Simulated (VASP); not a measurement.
ZnS, 2 atoms in the cell. The structure is cubic, space group F-43m (No. 216). Conventional cell: a = 5.369 Å, b = 5.369 Å, c = 5.369 Å, α = 90.00°, β = 90.00°, γ = 90.00°. Within 3.1 Å of Zn (site symmetry -43m) lie 4 S at 2.32 Å. Within 3.1 Å of S (site symmetry -43m) lie 4 Zn at 2.32 Å. 

* Program: VASP 6.6.1
* Task: single point
* Functional: r2SCAN
* Dispersion: D4
* Potentials or basis: VASP PAW PBE potentials, release 64 (Zn, S)
* Cutoff: 520 eV
* k mesh: 7 × 7 × 7
* Occupations: fermi-dirac, width 0.2 eV
* Spin: no spin polarisation
* Dipole correction: no
* Further INCAR settings: ALGO = Normal; EDIFF = 1e-06; NBANDS = 16

Potentials or basis: VASP PAW PBE potentials, release 64 (Zn, S).

The run is started by

```sh
$ cat potpaw_PBE.64/Zn/POTCAR potpaw_PBE.64/S/POTCAR > POTCAR
$ cp INCAR.step1 INCAR
$ mpirun -np 1 vasp_std > vasp.out
$ cp INCAR.step2 INCAR
$ mpirun -np 1 vasp_std > vasp.out
```

Hardware: 1 thread of Intel Xeon 6975P-C (shared host).

Question: How long does it take, and how much memory?

Answer: It took 29 s on 1 thread of Intel Xeon 6975P-C (shared host), peak memory 0.17 GiB. Counts: k points 20.
